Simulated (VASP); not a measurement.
# Te (Pc) in VASP: single point with PBEsol

Aim: the single point of Te with PBEsol.

All numbers are computed with VASP 6.6.1; they aren't measurements. Logs are shortened: lines on timing, memory, paths and dates and some standing lists are left out, and cuts for length are marked.

## 1. The cell of the first run

Symmetry: Pc, No. 7, monoclinic system. Conventional cell: a = 3.166 Å, b = 4.435 Å, c = 8.384 Å, α = 90.00°, β = 93.30°, γ = 90.00°. Te (site symmetry 1) has 6 Te at 2.80 to 3.25 Å within 3.7 Å. Within 3.7 Å of Te (site symmetry 1) lie 6 Te at 2.80 to 3.25 Å.

## 2. Single point, PBEsol (strained and its atoms moved)

INCAR reads:

```
SYSTEM = Te
  PREC = Accurate
  ENCUT = 520
  EDIFF = 1E-7
  ISMEAR = 0
  SIGMA = 0.1
  LREAL = .FALSE.
  LASPH = .TRUE.
  NELM = 80
  ALGO = Normal
  ISIF = 2
  LWAVE = .FALSE.
  LCHARG = .FALSE.
  GGA = PS
  NBANDS = 20
```

KPOINTS reads:

```
Automatic mesh
0
G
  6 12 8
  0 0 0
```

POSCAR reads:

```
Te
1.0
    8.3805160126     -0.2530168763      0.0000000000
   -0.0865594570      3.1644952264      0.0000000000
    0.0000000000      0.0000000000      4.4351601894
Te
4
Direct
    0.7413039875      0.5047856910      0.5369806009
    0.2413039875      0.5047856910      0.4630193991
    0.0086960125      0.4952143090      0.0083669271
    0.5086960125      0.4952143090     -0.0083669271
```

Potentials or basis: VASP PAW PBE potentials, release 64 (Te).

Command:

```
cat potpaw_PBE.64/Te/POTCAR > POTCAR
mpirun -np 1 vasp_std > vasp.out
```

OUTCAR:

```text
SYSTEM = Te
   PREC = Accurate
   ENCUT = 520
   EDIFF = 1E-7
   ISMEAR = 0
   LREAL = .FALSE.
   LASPH = .TRUE.
   NELM = 80
   ISIF = 2
   GGA = PS

 ion  position               nearest neighbor table
   1  0.741  0.505  0.537-   4 2.80   3 3.07   4 3.11   3 3.25
   2  0.241  0.505  0.463-   3 2.80   4 3.07   3 3.11   4 3.25
   3  0.009  0.495  0.008-   2 2.80   1 3.07   2 3.11   1 3.25
   4  0.509  0.495  0.992-   1 2.80   2 3.07   1 3.11   2 3.25

  Warning from LATTYP: Monoclinic adjustment (A1->A3, A2->A1, A3->A2)!
  LATTYP: Found a simple monoclinic cell.
 ALAT       =     3.1656788494
 B/A-ratio  =     1.4010139374
 C/A-ratio  =     2.6485107835
 COS(beta)  =    -0.0574966940

  Lattice vectors:

 A1 = (  -0.0865594570,   3.1644952264,   0.0000000000)
 A2 = (   0.0000000000,   0.0000000000,   4.4351601894)
 A3 = (   8.3805160126,  -0.2530168763,   0.0000000000)

Analysis of symmetry for initial positions (statically):
=====================================================================
 Subroutine PRICEL returns:
 Original cell was already a primitive cell.

 Routine SETGRP: Setting up the symmetry group for a
 simple monoclinic supercell.

 Subroutine GETGRP returns: Found  2 space group operations
 (whereof  1 operations were pure point group operations)
 out of a pool of  4 trial point group operations.

The static configuration has the point symmetry C_1 .
 The point group associated with its full space group is C_1h.

Analysis of symmetry for dynamics (positions and initial velocities):
=====================================================================
 Subroutine PRICEL returns:
 Original cell was already a primitive cell.

 Routine SETGRP: Setting up the symmetry group for a
 simple monoclinic supercell.

 Subroutine GETGRP returns: Found  2 space group operations
 (whereof  1 operations were pure point group operations)
 out of a pool of  4 trial point group operations.

The dynamic configuration has the point symmetry C_1 .
 The point group associated with its full space group is C_1h.

 Subroutine INISYM returns: Found  2 space group operations
 (whereof  1 operations are pure point group operations),
 and found     1 'primitive' translations

----------------------------------------------------------------------------------------

                                     Primitive cell

  volume of cell :     117.5238

  direct lattice vectors                    reciprocal lattice vectors
     8.380516013 -0.253016876  0.000000000     0.119423017  0.003266616  0.000000000
    -0.086559457  3.164495226  0.000000000     0.009548455  0.316267347  0.000000000
     0.000000000  0.000000000  4.435160189     0.000000000  0.000000000  0.225470999

  length of vectors
     8.384334570  3.165678849  4.435160189     0.119467685  0.316411453  0.225470999

  position of ions in fractional coordinates (direct lattice)
     0.741303987  0.504785691  0.536980601
     0.241303987  0.504785691  0.463019399
     0.008696013  0.495214309  0.008366927
     0.508696013  0.495214309  0.991633073

  ion indices of the primitive-cell ions
   primitive index   ion index
                 1           1
                 2           2
                 3           3
                 4           4

----------------------------------------------------------------------------------------

 KPOINTS: Automatic mesh

Automatic generation of k-mesh.
 Grid dimensions read from file:
 generate k-points for:    6   12    8

 Generating k-lattice:

  Cartesian coordinates                     Fractional coordinates (reciprocal lattice)
     0.019903836  0.000544436  0.000000000     0.166666667  0.000000000  0.000000000
     0.000795705  0.026355612  0.000000000     0.000000000  0.083333333  0.000000000
     0.000000000  0.000000000  0.028183875     0.000000000  0.000000000  0.125000000

  Length of vectors
     0.019911281  0.026367621  0.028183875

  Shift w.r.t. Gamma in fractional coordinates (k-lattice)
     0.000000000  0.000000000  0.000000000

 Subroutine IBZKPT returns following result:
 ===========================================

 Found    190 irreducible k-points:

 Following reciprocal coordinates:
            Coordinates               Weight
  0.000000  0.000000  0.000000      1.000000
  0.166667  0.000000  0.000000      2.000000
  0.333333  0.000000  0.000000      2.000000
  0.500000  0.000000  0.000000      1.000000
 -0.000000  0.083333  0.000000      2.000000
  0.166667  0.083333  0.000000      2.000000
[... 16 lines left out ...]
  0.000000  0.333333  0.000000      2.000000
  0.166667  0.333333  0.000000      2.000000
 [... further k-points ...]
   k-points           NKPTS =    190   k-points in BZ     NKDIM =    190   number of bands    NBANDS=     20
   number of dos      NEDOS =    301   number of ions     NIONS =      4
   total plane-waves  NPLWV =  55296
   dimension x,y,z NGX =    64 NGY =   24 NGZ =   36
   dimension x,y,z NGXF=   128 NGYF=   48 NGZF=   72
   ions per type =               4
   NGX,Y,Z   is equivalent  to a cutoff of  12.69, 12.60, 13.49 a.u.
   NGXF,Y,Z  is equivalent  to a cutoff of  25.38, 25.21, 26.99 a.u.
 SYSTEM =  Te
   PREC   = accura    normal or accurate (medium, high low for compatibility)
   ISTART =      0    job   : 0-new  1-cont  2-samecut
   ICHARG =      2    charge: 1-file 2-atom 10-const
   ISPIN  =      1    spin polarized calculation?
   LNONCOLLINEAR =      F non collinear calculations
   LSORBIT =      F    spin-orbit coupling
   LASPH  =      T    aspherical Exc in radial PAW
   ENCUT  =  520.0 eV  38.22 Ry    6.18 a.u.  15.59  5.89  8.25*2*pi/ulx,y,z
   NELM   =     80;   NELMIN=  2; NELMDL= -5     # of ELM steps
   EDIFF  = 0.1E-06   stopping-criterion for ELM
   LREAL  =      F    real-space projection
   EDIFFG = 0.1E-05   stopping-criterion for IOM
   NSW    =      0    number of steps for IOM
   IBRION =     -1    ionic relax: 0-MD 1-quasi-New 2-CG
   NFREE  =      0    steps in history (QN), initial steepest desc. (CG)
   ISIF   =      2    stress and relaxation
   ISYM   =      2    0-nonsym 1-usesym 2-fastsym
   POTIM  = 0.5000    time-step for ionic-motion
   TEBEG  =    0.0;   TEEND  =   0.0 temperature during run
   PSTRESS=    0.0 pullay stress
   NELECT =      24.0000    total number of electrons
   NUPDOWN=      -1.0000    fix difference up-down
   EMIN   =  10.00;   EMAX   =-10.00  energy-range for DOS
   EFERMI =   0.00;   METHOD = LEGACY
   ISMEAR =     0;   SIGMA  =   0.10  broadening in eV -4-tet -1-fermi 0-gaus
   EFERMI_NEDOS =   21; number of points for ismear=-14 and -15
   IALGO  =     38    algorithm
   IMIX   =      4    mixing-type and parameters
     AMIX     =   0.40;   BMIX     =  1.00
     AMIX_MAG =   1.60;   BMIX_MAG =  1.00
  volume/ion in A,a.u.               =      29.38       198.27
  Fermi-wavevector in a.u.,A,eV,Ry     =   0.964058  1.821806 12.645371  0.929409
  Thomas-Fermi vector in A             =   2.093657
   LORBIT       =      0    0 simple, 1 ext, 2 COOP (PROOUT), +10 PAW based schemes
   GGA     = PS    functional components
   LHFCALC =     F    Hartree Fock is set to
   AEXX    =    0.0000 exact exchange contribution
   IVDW    =     0    specifies the selected vdW correction
   LEPSILON=     F    determine dielectric tensor
   LRPA    =     F    only Hartree local field effects (RPA)
 non-spin polarized calculation
 Gauss-broadening in eV      SIGMA  =   0.10
  energy-cutoff  :      520.00
  volume of cell :      117.52
 maximum number of plane-waves:      3194
 NGX is ok and might be reduce to    64
   NGX = 31   NGY = 11   NGZ = 17

 number of electron      23.9999999 magnetization

 Free energy of the ion-electron system (eV)
  ---------------------------------------------------
  ext. energy  EPLUGINS =         0.00000000
  ---------------------------------------------------
  free energy    TOTEN  =       -13.70026307 eV

  energy without entropy =      -13.68633350  energy(sigma->0) =      -13.69329829

 E-fermi :   7.7858     XC(G=0):  -9.8794

 val. band max:        7.7806524624   @ k =   0.5000   0.1667   0.5000
 cond. band min:       7.7901601505   @ k =   0.5000   0.0000   0.3750
 fundamental gap:      0.0095076881
 Fermi energy:         7.7857702121

 k-point     1 :       0.0000    0.0000    0.0000
  band No.  band energies     occupation
      1      -6.8414      2.00000
      2      -5.4699      2.00000
      3      -4.5791      2.00000
      4      -2.1486      2.00000
      5       2.4647      2.00000
      6       2.8823      2.00000
[... 12 lines left out ...]
     19      13.6999      0.00000
     20      14.6495      0.00000

 k-point     2 :       0.1667    0.0000    0.0000
  band No.  band energies     occupation
      1      -6.7913      2.00000
      2      -5.7014      2.00000
      3      -4.2871      2.00000
      4      -2.2829      2.00000
      5       2.5131      2.00000
      6       2.8906      2.00000
[... 12 lines left out ...]
     19      13.9393      0.00000
     20      14.4884      0.00000

 k-point     3 :       0.3333    0.0000    0.0000
  band No.  band energies     occupation
      1      -6.6423      2.00000
      2      -6.0731      2.00000
      3      -3.7439      2.00000
      4      -2.6501      2.00000
      5       2.6458      2.00000
      6       2.8932      2.00000
[... 12 lines left out ...]
     19      13.5039      0.00000
     20      14.0798      0.00000

 k-point     4 :       0.5000    0.0000    0.0000
  band No.  band energies     occupation
      1      -6.3990      2.00000
      2      -6.3990      2.00000
      3      -3.1672      2.00000
      4      -3.1672      2.00000
      5       2.8087      2.00000
      6       2.8087      2.00000
[... 12 lines left out ...]
     19      13.7536      0.00000
     20      13.7536      0.00000

 k-point     5 :      -0.0000    0.0833    0.0000
  band No.  band energies     occupation
      1      -6.7575      2.00000
      2      -5.3876      2.00000
      3      -4.4925      2.00000
      4      -2.0607      2.00000
      5       2.5405      2.00000
      6       2.9559      2.00000
[... 12 lines left out ...]
     19      14.2461      0.00000
     20      14.8789      0.00000

 k-point     6 :       0.1667    0.0833    0.0000
  band No.  band energies     occupation
      1      -6.7018      2.00000
      2      -5.6382      2.00000
      3      -4.1749      2.00000
      4      -2.2097      2.00000
      5       2.5934      2.00000
      6       2.9657      2.00000
[... 12 lines left out ...]
     19      14.4620      0.00000
     20      14.6968      0.00000

 k-point     7 :       0.3333    0.0833    0.0000
  band No.  band energies     occupation
      1      -6.5473      2.00000
      2      -6.0094      2.00000
      3      -3.6265      2.00000
      4      -2.5884      2.00000
      5       2.7291      2.00000
      6       2.9679      2.00000
[... 12 lines left out ...]
     19      14.7414      0.00000
     20      14.8451      0.00000
[... 277 lines left out ...]
 k-point    20 :       0.5000    0.2500    0.0000
  band No.  band energies     occupation
      1      -5.7304      2.00000
      2      -5.6465      2.00000
      3      -2.5133      2.00000
      4      -2.3505      2.00000
      5       3.4139      2.00000
      6       3.4357      2.00000
[... 12 lines left out ...]
     19      14.2346      0.00000
     20      14.3524      0.00000

 k-point    21 :      -0.3333    0.2500    0.0000
  band No.  band energies     occupation
      1      -5.9602      2.00000
      2      -5.3112      2.00000
      3      -3.0982      2.00000
      4      -1.8392      2.00000
      5       3.2487      2.00000
      6       3.4949      2.00000
[... 12 lines left out ...]
     19      14.2494      0.00000
     20      14.3702      0.00000

 k-point    22 :      -0.1667    0.2500    0.0000
  band No.  band energies     occupation
      1      -6.0949      2.00000
      2      -4.9427      2.00000
      3      -3.6278      2.00000
      4      -1.4912      2.00000
      5       3.1240      2.00000
      6       3.4740      2.00000
[... 12 lines left out ...]
     19      14.3318      0.00000
     20      14.3856      0.00000

 k-point    23 :       0.0000    0.3333    0.0000
  band No.  band energies     occupation
      1      -5.6687      2.00000
      2      -4.3154      2.00000
      3      -3.3650      2.00000
      4      -0.8779      2.00000
      5       2.4192      2.00000
      6       3.4402      2.00000
[... 12 lines left out ...]
     19      13.3688      0.00000
     20      13.4298      0.00000

 k-point    24 :       0.1667    0.3333    0.0000
  band No.  band energies     occupation
      1      -5.6031      2.00000
      2      -4.5912      2.00000
      3      -3.0073      2.00000
      4      -1.0639      2.00000
      5       2.4267      2.00000
      6       3.4797      2.00000
[... 12 lines left out ...]
     19      13.3991      0.00000
     20      13.4032      0.00000

 [... further k-points ...]

------------------------ aborting loop because EDIFF is reached ----------------------------------------

  FORCE on cell =-STRESS in cart. coord.  units (eV):
  Direction    XX          YY          ZZ          XY          YZ          ZX
  --------------------------------------------------------------------------------------
  -------------------------------------------------------------------------------------
  Total        4.8589265      1.4331960      5.9188261     -0.1381940      0.0000000      0.0000000
  in kB       66.2407433     19.5384659     80.6901362     -1.8839705      0.0000000      0.0000000
  external PRESSURE =      55.4897818 kB  Pullay stress =       0.0000000 kB

 VOLUME and BASIS-vectors are now :
 -----------------------------------------------------------------------------
  energy-cutoff  :      520.00
  volume of cell :      117.52
      direct lattice vectors                 reciprocal lattice vectors
     8.380516013 -0.253016876  0.000000000     0.119423017  0.003266616  0.000000000
    -0.086559457  3.164495226  0.000000000     0.009548455  0.316267347  0.000000000
     0.000000000  0.000000000  4.435160189     0.000000000  0.000000000  0.225470999

 POSITION                                       TOTAL-FORCE (eV/Angst)
 -----------------------------------------------------------------------------------
      6.16882      1.40983      2.38159         0.777267     -0.019515     -0.476282
      1.97856      1.53634      2.05357         0.777267     -0.019515      0.476282
      0.03001      1.56490      0.03711        -0.777267      0.019515     -0.155644
      4.22027      1.43839      4.39805        -0.777267      0.019515      0.155644
 -----------------------------------------------------------------------------------
    total drift:                               -0.000010      0.000002     -0.000000

  FREE ENERGIE OF THE ION-ELECTRON SYSTEM (eV)
  ---------------------------------------------------
  free  energy   TOTEN  =       -13.7002630730 eV

  energy  without entropy=      -13.6863334985  energy(sigma->0) =      -13.69329829
```

Run time: 6.7 min. Hardware: 1 thread of Intel Xeon 8259CL, shared host; peak memory 0.46 GiB.

Results:

* Free energy: -13.7003 eV
* Pressure: 5.5 GPa
* Largest force: 0.912 eV/Å
* Band gap on the k mesh: zero (bands 12 and 13 overlap by 3.65 eV)

Forces in eV/Å, atoms in the order of the input:
```
Te   0.777 -0.020 -0.476
Te   0.777 -0.020  0.476
Te  -0.777  0.020 -0.156
Te  -0.777  0.020  0.156
```

Stress tensor (GPa, compression positive):
```
 6.62 -0.19  0.00
-0.19  1.95  0.00
 0.00  0.00  8.07
```

Levels at points of the mesh, in eV from the Fermi level:
```csv
k point,band 9,band 10,band 11,band 12,band 13,band 14,band 15,band 16
"(0.00, 0.00, 0.00)",-2.58,-2.53,0.57,1.03,1.78,1.86,2.23,2.51
"(0.50, 0.00, 0.00)",-0.91,-0.91,0.10,0.10,1.00,1.00,3.51,3.51
"(0.00, 0.50, 0.00)",-3.61,-2.84,-1.90,-1.16,-0.99,-0.84,2.63,3.28
"(0.50, 0.50, 0.00)",-3.46,-3.46,-2.33,-2.33,0.61,0.61,1.76,1.76
"(0.00, 0.00, 0.50)",-1.98,-1.95,1.80,1.99,2.44,2.66,3.37,3.42
"(0.50, 0.00, 0.50)",1.02,1.02,1.65,1.65,1.93,1.93,2.54,2.54
"(0.00, 0.50, 0.50)",-4.69,-4.53,-1.43,-1.39,-0.25,-0.24,1.50,1.51
"(0.50, 0.50, 0.50)",-4.14,-4.14,-3.80,-3.80,2.49,2.49,2.67,2.67
```

Caveat: the cell differs from its parent crystal (strained and its atoms moved); the cell stands under pressure; the PAW data sets were made with another functional, which shifts forces and pressure a little; spin-orbit coupling is left out, which moves the levels of the heavy elements.
